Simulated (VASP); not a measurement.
# TaN (Fm-3m) in VASP: further runs

The runs below take TaN through single point, relaxation of cell and atoms, with BLYP+D3(BJ), PBEsol, LDA.

Program: VASP 6.6.1. These are calculated values, not measurements. Logs are shortened: lines on timing, memory, paths and dates and some standing lists are left out, and cuts for length are marked.

## 1. The cell of the first run

Symmetry: Fm-3m, No. 225, cubic system. The conventional cell has a = 4.509 Å, b = 4.509 Å, c = 4.509 Å, α = 90.00°, β = 90.00°, γ = 90.00°. Ta (site symmetry m-3m) has 6 N at 2.25 Å within 3.0 Å. Within 3.0 Å of N (site symmetry m-3m) lie 6 Ta at 2.25 Å.

## 2. Single point, BLYP+D3(BJ)

INCAR reads:

```
SYSTEM = TaN
PREC = Accurate ; ENCUT = 700
EDIFF = 1E-6 ; ISMEAR = -1
SIGMA = 0.05 ; LREAL = .False.
LASPH = .True. ; NELM = 120
ALGO = Normal ; ISIF = 2
LWAVE = .False. ; LCHARG = .False.
GGA = B5 ; ALDAX = 1.0
AGGAX = 1.0 ; AGGAC = 1.0
ALDAC = 0.0 ; IVDW = 12
VDW_S6 = 1.0 ; VDW_S8 = 2.6996
VDW_A1 = 0.4298 ; VDW_A2 = 4.2359
NBANDS = 16 ; GGA_COMPAT = .False.
```

KPOINTS reads:

```
regular mesh
0
Gamma
  10 10 10
  0 0 0
```

POSCAR reads:

```
TaN
1.0
    0.0000000000      2.2546932853      2.2546932853
    2.2546932853      0.0000000000      2.2546932853
    2.2546932853      2.2546932853      0.0000000000
Ta N
1 1
Direct
    0.5000000000      0.5000000000      0.5000000000
    0.0000000000      0.0000000000      0.0000000000
```

Potentials or basis: VASP PAW PBE potentials, release 64 (Ta_sv_GW, N).

The run is started by

```sh
$ cat potpaw_PBE.64/Ta_sv_GW/POTCAR potpaw_PBE.64/N/POTCAR > POTCAR
$ mpirun -np 1 vasp_std > vasp.out
```

OUTCAR:

```text
SYSTEM = TaN
   PREC = Accurate
   ENCUT = 700
   EDIFF = 1E-6
   ISMEAR = -1
   LREAL = .False.
   LASPH = .True.
   NELM = 120
   ISIF = 2
   GGA = B5
   IVDW = 12
 IVDW          = 12

 ion  position               nearest neighbor table
   1  0.500  0.500  0.500-   2 2.25   2 2.25   2 2.25   2 2.25   2 2.25   2 2.25
   2  0.000  0.000  0.000-   1 2.25   1 2.25   1 2.25   1 2.25   1 2.25   1 2.25

  LATTYP: Found a face centered cubic cell.
 ALAT       =     4.5093865706

  Lattice vectors:

 A1 = (   0.0000000000,   2.2546932853,   2.2546932853)
 A2 = (   2.2546932853,   0.0000000000,   2.2546932853)
 A3 = (   2.2546932853,   2.2546932853,   0.0000000000)

Analysis of symmetry for initial positions (statically):
=====================================================================
 Subroutine PRICEL returns:
 Original cell was already a primitive cell.

 Routine SETGRP: Setting up the symmetry group for a
 face centered cubic supercell.

 Subroutine GETGRP returns: Found 48 space group operations
 (whereof 48 operations were pure point group operations)
 out of a pool of 48 trial point group operations.

The static configuration has the point symmetry O_h .

Analysis of symmetry for dynamics (positions and initial velocities):
=====================================================================
 Subroutine PRICEL returns:
 Original cell was already a primitive cell.

 Routine SETGRP: Setting up the symmetry group for a
 face centered cubic supercell.

 Subroutine GETGRP returns: Found 48 space group operations
 (whereof 48 operations were pure point group operations)
 out of a pool of 48 trial point group operations.

The dynamic configuration has the point symmetry O_h .

 Subroutine INISYM returns: Found 48 space group operations
 (whereof 48 operations are pure point group operations),
 and found     1 'primitive' translations

----------------------------------------------------------------------------------------

                                     Primitive cell

  volume of cell :      22.9241

  direct lattice vectors                    reciprocal lattice vectors
     0.000000000  2.254693285  2.254693285    -0.221759653  0.221759653  0.221759653
     2.254693285  0.000000000  2.254693285     0.221759653 -0.221759653  0.221759653
     2.254693285  2.254693285  0.000000000     0.221759653  0.221759653 -0.221759653

  length of vectors
[... 74 lines left out ...]
   ISTART =      0    job   : 0-new  1-cont  2-samecut
   ICHARG =      2    charge: 1-file 2-atom 10-const
   ISPIN  =      1    spin polarized calculation?
   LNONCOLLINEAR =      F non collinear calculations
   LSORBIT =      F    spin-orbit coupling
   LASPH  =      T    aspherical Exc in radial PAW
   ENCUT  =  700.0 eV  51.45 Ry    7.17 a.u.   6.88  6.88  6.88*2*pi/ulx,y,z
   NELM   =    120;   NELMIN=  2; NELMDL= -5     # of ELM steps
   EDIFF  = 0.1E-05   stopping-criterion for ELM
   LREAL  =      F    real-space projection
[... 7 lines left out ...]
   TEBEG  =    0.0;   TEEND  =   0.0 temperature during run
   PSTRESS=    0.0 pullay stress
   NELECT =      18.0000    total number of electrons
   NUPDOWN=      -1.0000    fix difference up-down
   EMIN   =  10.00;   EMAX   =-10.00  energy-range for DOS
   EFERMI =   0.00;   METHOD = LEGACY
   ISMEAR =    -1;   SIGMA  =   0.05  broadening in eV -4-tet -1-fermi 0-gaus
   EFERMI_NEDOS =   21; number of points for ismear=-14 and -15
   IALGO  =     38    algorithm
   IMIX   =      4    mixing-type and parameters
     AMIX     =   0.40;   BMIX     =  1.00
     AMIX_MAG =   1.60;   BMIX_MAG =  1.00
  volume/ion in A,a.u.               =      11.46        77.35
  Fermi-wavevector in a.u.,A,eV,Ry     =   1.510317  2.854086 31.035683  2.281058
  Thomas-Fermi vector in A             =   2.620523
   LORBIT       =      0    0 simple, 1 ext, 2 COOP (PROOUT), +10 PAW based schemes
   GGA     = B5    functional components
   LHFCALC =     F    Hartree Fock is set to
   AEXX    =    0.0000 exact exchange contribution
   IVDW    =    12    specifies the selected vdW correction
   LEPSILON=     F    determine dielectric tensor
   LRPA    =     F    only Hartree local field effects (RPA)
 non-spin polarized calculation
  energy-cutoff  :      700.00
  volume of cell :       22.92
 maximum number of plane-waves:       982
   NGX = 13   NGY = 13   NGZ = 13

 number of electron      18.0000000 magnetization

 Free energy of the ion-electron system (eV)
  ---------------------------------------------------
  ext. energy  EPLUGINS =         0.00000000
  ---------------------------------------------------
  free energy    TOTEN  =       -22.37280514 eV

  energy without entropy =      -22.36558895  energy(sigma->0) =      -22.36919705

 E-fermi :  13.1826     XC(G=0): -12.6738

 val. band max:       13.1128289829   @ k =  -0.2000   0.2000   0.0000
 cond. band min:      13.2093026350   @ k =   0.0000   0.0000   0.0000
 fundamental gap:      0.0964736521
 Fermi energy:        13.1825766658

 k-point     1 :       0.0000    0.0000    0.0000
  band No.  band energies     occupation
      1     -56.2527      2.00000
      2     -22.6816      2.00000
      3     -22.6816      2.00000
      4     -22.6816      2.00000
      5      -4.9357      2.00000
      6       9.5621      2.00000
[... 433 lines left out ...]
      3     -22.8647      2.00000
      4     -22.8457      2.00000
      5      -3.5719      2.00000
      6       5.7371      2.00000
[... 8 lines left out ...]
     15      23.2714      0.00000
     16      27.8919      0.00000

 [... further k-points ...]

------------------------ aborting loop because EDIFF is reached ----------------------------------------

 Edisp (eV)   -2.03388

 E8    (eV) :    -1.5321

  FORCE on cell =-STRESS in cart. coord.  units (eV):
  Direction    XX          YY          ZZ          XY          YZ          ZX
  --------------------------------------------------------------------------------------
  -------------------------------------------------------------------------------------
  Total      -3.15422    -3.15422    -3.15422    -0.00000     0.00000     0.00000
  in kB    -220.45023  -220.45023  -220.45023    -0.00000     0.00000     0.00000
  external pressure =     -220.45 kB  Pullay stress =        0.00 kB

 VOLUME and BASIS-vectors are now :
 -----------------------------------------------------------------------------
  energy-cutoff  :      700.00
  volume of cell :       22.92
      direct lattice vectors                 reciprocal lattice vectors
     0.000000000  2.254693285  2.254693285    -0.221759653  0.221759653  0.221759653
     2.254693285  0.000000000  2.254693285     0.221759653 -0.221759653  0.221759653
     2.254693285  2.254693285  0.000000000     0.221759653  0.221759653 -0.221759653

 POSITION                                       TOTAL-FORCE (eV/Angst)
 -----------------------------------------------------------------------------------
      2.25469      2.25469      2.25469         0.000000      0.000000     -0.000000
      0.00000      0.00000      0.00000        -0.000000     -0.000000      0.000000
 -----------------------------------------------------------------------------------
    total drift:                                0.000000      0.000000      0.000000

  FREE ENERGIE OF THE ION-ELECTRON SYSTEM (eV)
  ---------------------------------------------------
  free  energy   TOTEN  =       -24.4066846359 eV

  energy  without entropy=      -24.3994684503  energy(sigma->0) =      -24.40307654
```

stdout:

```text
POSCAR found type information on POSCAR TaN
 POSCAR found :  2 types and       2 ions
 scaLAPACK will be used
 -----------------------------------------------------------------------------
|                                                                             |
|                                                                             |
|     You enforced a specific xc type in the INCAR file but a different       |
|     I HOPE YOU KNOW WHAT YOU ARE DOING!                                     |
|                                                                             |
 -----------------------------------------------------------------------------

 LDA part: xc-table for (Slater(with rela. corr.)+VWN5), standard interpolation
 POSCAR, INCAR and KPOINTS ok, starting setup
 FFT: planning ... GRIDC
 FFT: planning ... GRID_SOFT
 FFT: planning ... GRID
 WAVECAR not read
 entering main loop
```

Wall time 22 s (1 thread of AMD EPYC 9R45 (Zen 5), shared host); peak memory 0.16 GiB.

Results:

| Item | Value |
| --- | --- |
| Free energy | -24.4067 eV |
| Pressure | -22.0 GPa |
| Band gap on the k mesh | zero (bands 9 and 10 overlap by 3.48 eV) |
| Dispersion energy per atom | -1.017 eV |

Levels at points of the mesh, in eV from the Fermi level:
| k point | band 7 | band 8 | band 9 | band 10 | band 11 | band 12 |
| --- | --- | --- | --- | --- | --- | --- |
| (0.00, 0.00, 0.00) | -3.62 | -3.62 | -1.91 | -1.91 | -1.91 | 0.03 |
| (0.50, 0.00, 0.00) | -7.03 | -7.03 | 1.57 | 1.57 | 1.69 | 3.99 |
| (0.50, 0.50, 0.00) | -4.85 | -4.41 | -4.41 | 1.82 | 2.98 | 2.98 |

Caveat: the cell stands under tension; the dispersion term is far too large for a dense solid, which distorts pressure and volume; the PAW data sets were made with another functional, which shifts forces and pressure a little; spin-orbit coupling is left out, which moves the levels of the heavy elements.

## 3. Single point, PBEsol

This run uses another cell than the first one, of 9.96 Å³/atom.

INCAR reads:

```
PREC = Accurate
ENCUT = 700
EDIFF = 1E-6
ISMEAR = -1
SIGMA = 0.05
LREAL = F
LASPH = T
NELM = 120
ALGO = Normal
ISIF = 2
LWAVE = F
LCHARG = T
GGA = PS
LELF = T
LVHAR = T
NBANDS = 16
GGA_COMPAT = F
```

KPOINTS reads:

```
Automatic mesh
0
Gamma
  10 10 10
```

POSCAR reads:

```
TaN
1.0
    0.0000000000      2.1513824823      2.1513824823
    2.1513824823      0.0000000000      2.1513824823
    2.1513824823      2.1513824823      0.0000000000
Ta N
1 1
Direct
    0.5000000000      0.5000000000      0.5000000000
    0.0000000000      0.0000000000      0.0000000000
```

Potentials or basis: VASP PAW PBE potentials, release 64 (Ta_sv_GW, N).

The run is started by

```sh
$ cat potpaw_PBE.64/Ta_sv_GW/POTCAR potpaw_PBE.64/N/POTCAR > POTCAR
$ mpirun -np 1 vasp_std > vasp.out
```

It took 19 s on 1 thread of Intel Xeon 6975P-C (Granite Rapids), shared host; peak memory 0.18 GiB.

It converged, with:

```
Free energy            : -25.7136 eV
Pressure               : 20.2 GPa
Band gap on the k mesh : zero (bands 9 and 10 overlap by 4.44 eV)
```

Levels at points of the mesh, in eV from the Fermi level:
| k point | band 7 | band 8 | band 9 | band 10 | band 11 | band 12 |
| --- | --- | --- | --- | --- | --- | --- |
| (0.00, 0.00, 0.00) | -3.99 | -3.99 | -2.34 | -2.34 | -2.34 | 0.02 |
| (0.50, 0.00, 0.00) | -8.09 | -8.09 | 2.10 | 2.10 | 2.20 | 3.96 |
| (0.50, 0.50, 0.00) | -5.98 | -4.76 | -4.76 | 2.29 | 3.93 | 3.93 |

Caveat: the cell stands under pressure; the PAW data sets were made with another functional, which shifts forces and pressure a little; spin-orbit coupling is left out, which moves the levels of the heavy elements.

## 4. Relaxation of cell and atoms, LDA

This run uses another cell than the first one, of 10.81 Å³/atom.

INCAR reads:

```
SYSTEM = TaN
PREC     = Accurate       ! precision mode
ENCUT    = 700            ! plane-wave cutoff, eV
EDIFF    = 1E-7           ! SCF threshold, eV
ISMEAR   = -1             ! smearing method
SIGMA    = 0.05           ! smearing width, eV
LREAL    = .FALSE.        ! projectors in reciprocal space
LASPH    = .TRUE.         ! aspherical terms in the spheres
NELM     = 120            ! most SCF steps
ALGO     = Normal         ! electronic algorithm
ISIF     = 3              ! what is computed and relaxed
LWAVE    = .FALSE.        ! write WAVECAR
LCHARG   = .FALSE.        ! write CHGCAR
GGA      = CA             ! functional
IBRION   = 2              ! ionic algorithm
NSW      = 60             ! ionic steps
EDIFFG   = -0.01          ! ionic threshold
GGA_COMPAT= .FALSE.      
NELMIN   = 4
```

KPOINTS reads:

```
Automatic mesh
0
G
  10 10 10
  0 0 0
```

POSCAR reads:

```
TaN
1.0
    0.0000000000      2.2113230000      2.2113230000
    2.2113230000      0.0000000000      2.2113230000
    2.2113230000      2.2113230000      0.0000000000
Ta N
1 1
Direct
    0.5000000000      0.5000000000      0.5000000000
    0.0000000000      0.0000000000      0.0000000000
```

Potentials or basis: VASP PAW LDA potentials, release 64 (Ta_sv_GW, N).

The run is started by

```sh
$ cat potpaw_LDA.64/Ta_sv_GW/POTCAR potpaw_LDA.64/N/POTCAR > POTCAR
$ mpirun -np 1 vasp_std > vasp.out
```

OUTCAR:

```text
SYSTEM = TaN
   PREC = Accurate
   ENCUT = 700
   EDIFF = 1E-7
   ISMEAR = -1
   LREAL = .FALSE.
   LASPH = .TRUE.
   NELM = 120
   ISIF = 3
   GGA = CA
   IBRION = 2
   NSW = 60
   EDIFFG = -0.01
   NELMIN = 4

 ion  position               nearest neighbor table
   1  0.500  0.500  0.500-   2 2.21   2 2.21   2 2.21   2 2.21   2 2.21   2 2.21
   2  0.000  0.000  0.000-   1 2.21   1 2.21   1 2.21   1 2.21   1 2.21   1 2.21

  LATTYP: Found a face centered cubic cell.
 ALAT       =     4.4226460000

  Lattice vectors:

 A1 = (   0.0000000000,   2.2113230000,   2.2113230000)
 A2 = (   2.2113230000,   0.0000000000,   2.2113230000)
 A3 = (   2.2113230000,   2.2113230000,   0.0000000000)

Analysis of symmetry for initial positions (statically):
=====================================================================
 Subroutine PRICEL returns:
 Original cell was already a primitive cell.

 Routine SETGRP: Setting up the symmetry group for a
 face centered cubic supercell.

 Subroutine GETGRP returns: Found 48 space group operations
 (whereof 48 operations were pure point group operations)
 out of a pool of 48 trial point group operations.

The static configuration has the point symmetry O_h .

Analysis of symmetry for dynamics (positions and initial velocities):
=====================================================================
 Subroutine PRICEL returns:
[... 267 lines left out ...]
 Free energy of the ion-electron system (eV)
  ---------------------------------------------------
  ext. energy  EPLUGINS =         0.00000000
  ---------------------------------------------------
  free energy    TOTEN  =       -26.68865159 eV

  energy without entropy =      -26.68268956  energy(sigma->0) =      -26.68567057

 E-fermi :  13.9933     XC(G=0): -14.2436

 val. band max:       13.9802635364   @ k =   0.0000   0.0000   0.0000
 cond. band min:      14.0341489952   @ k =  -0.3000   0.3000   0.1000
 fundamental gap:      0.0538854587
 Fermi energy:        13.9933435558

 k-point     1 :       0.0000    0.0000    0.0000
  band No.  band energies     occupation
      1     -55.1146      2.00000
      2     -21.5241      2.00000
      3     -21.5241      2.00000
      4     -21.5241      2.00000
      5      -4.8607      2.00000
      6      10.1295      2.00000
      7      10.1295      2.00000
      8      10.1295      2.00000
      9      11.7527      2.00000
     10      11.7527      2.00000
     11      11.7527      2.00000
     12      13.9803      1.13006
     13      13.9803      1.13006
[... 354 lines left out ...]
  band No.  band energies     occupation
      1     -55.0424      2.00000
      2     -22.2200      2.00000
      3     -21.8009      2.00000
      4     -21.7711      2.00000
      5      -3.2318      2.00000
      6       5.9494      2.00000
      7       7.9774      2.00000
      8       8.7222      2.00000
      9      10.0021      2.00000
     10      16.2005      0.00000
     11      17.0283      0.00000
     12      17.1081      0.00000
     13      18.2319      0.00000

 [... further k-points ...]

------------------------ aborting loop because EDIFF is reached ----------------------------------------

  FORCE on cell =-STRESS in cart. coord.  units (eV):
  Direction    XX          YY          ZZ          XY          YZ          ZX
  --------------------------------------------------------------------------------------
  -------------------------------------------------------------------------------------
  Total       -0.0128806     -0.0128806     -0.0128806      0.0000000     -0.0000000      0.0000000
  in kB       -1.0010992     -1.0010992     -1.0010992      0.0000000     -0.0000000      0.0000000
  external PRESSURE =      -1.0010992 kB  Pullay stress =       0.0000000 kB
[... 17 lines left out ...]
  FREE ENERGIE OF THE ION-ELECTRON SYSTEM (eV)
  ---------------------------------------------------
  free  energy   TOTEN  =       -26.6886515857 eV

  energy  without entropy=      -26.6826895556  energy(sigma->0) =      -26.68567057

 reached required accuracy - stopping structural energy minimisation
```

OSZICAR:

```text
N       E                     dE             d eps       ncg     rms          rms(c)
DAV:   1     0.141168874171E+03    0.14117E+03   -0.13527E+04  1230   0.178E+03
DAV:   2    -0.235068655840E+02   -0.16468E+03   -0.15783E+03  1735   0.386E+02
[... 48 lines left out ...]
DAV:   1    -0.266890842545E+02   -0.53562E-03   -0.15079E-02  1252   0.135E+00    0.342E-01
DAV:   2    -0.266887093394E+02    0.37492E-03   -0.66890E-04  1252   0.302E-01    0.504E-01
DAV:   3    -0.266886838426E+02    0.25497E-04   -0.31909E-05  1577   0.513E-02    0.223E-01
DAV:   4    -0.266886417664E+02    0.42076E-04   -0.21598E-04  1367   0.135E-01    0.929E-02
DAV:   5    -0.266886460443E+02   -0.42779E-05   -0.51093E-06  1748   0.185E-02    0.141E-01
DAV:   6    -0.266886514965E+02   -0.54522E-05   -0.97007E-06  1477   0.217E-02    0.993E-02
DAV:   7    -0.266886515857E+02   -0.89171E-07   -0.28231E-07  1563   0.510E-03
   4 F= -.26688652E+02 E0= -.26685671E+02  d E =-.543042E-01
```

It took 2.1 min on 1 thread of Intel Xeon Platinum 8175M at 2.50GHz (Skylake/Cascade Lake), shared host; peak memory 0.18 GiB.

What came out:

| Quantity | Value |
| --- | --- |
| Free energy | -26.6887 eV |
| Relaxed volume | 10.31 Å³/atom |
| Relaxed cell | a = 3.078 Å, b = 3.078 Å, c = 3.078 Å, α = 60.00°, β = 60.00°, γ = 60.00° |
| Space group after relaxing (to 0.1 Å) | Fm-3m (No. 225) |
| Energy gained by relaxing | 27.2 meV/atom |
| Ionic steps | 4 |
| Pressure after relaxing | -0.1 GPa |

Step by step:
```tsv
step	energy change (eV)	largest force (eV/Å)	pressure (GPa)	volume (Å³)
1	0.0000	0.0000	-16.36	21.63
2	0.3055	0.0000	56.69	18.35
3	-0.0542	0.0000	-0.80	20.65
4	-0.0543	0.0000	-0.10	20.61
```

Final structure:
```
CELL_PARAMETERS angstrom
0.00000 2.17627 2.17627
2.17627 0.00000 2.17627
2.17627 2.17627 0.00000
ATOMIC_POSITIONS crystal
Ta 0.50000 0.50000 0.50000
N 0.00000 0.00000 0.00000
```

Caveat: the highest band is partly filled, so the run has too few bands; spin-orbit coupling is left out, which moves the levels of the heavy elements.

## 5. Summary

```csv
task,level,potentials or basis,cell,gap on the mesh (eV),pressure (GPa)
single point,BLYP+D3(BJ),"VASP PAW PBE potentials, release 64 (Ta_sv_GW, N)","a = 3.189 Å, angles 60.0°, 2 atoms",none,-22.0
single point,PBEsol,"VASP PAW PBE potentials, release 64 (Ta_sv_GW, N)","a = 3.043 Å, angles 60.0°, 2 atoms",none,20.2
relaxation of cell and atoms,LDA,"VASP PAW LDA potentials, release 64 (Ta_sv_GW, N)","relaxed from a = 3.127 Å, angles 60.0°, 2 atoms",-,-0.1
```

Alike in all rows: no spin polarisation; k mesh 10 × 10 × 10; cutoff (eV) 700; smearing fermi-dirac 0.05 eV.

Caveats: spin-orbit coupling is left out, which moves the levels of the heavy elements; the PAW data sets were made with another functional, which shifts forces and pressure a little (at least some runs); the cell stands under tension (at least some runs); the dispersion term is far too large for a dense solid, which distorts pressure and volume (at least some runs); the cell stands under pressure (at least some runs); the highest band is partly filled, so the run has too few bands (at least some runs).

Absolute energies hang on the potentials; compare differences alone.

The gap in the log of VASP goes by the Fermi energy; the results here count the filled bands.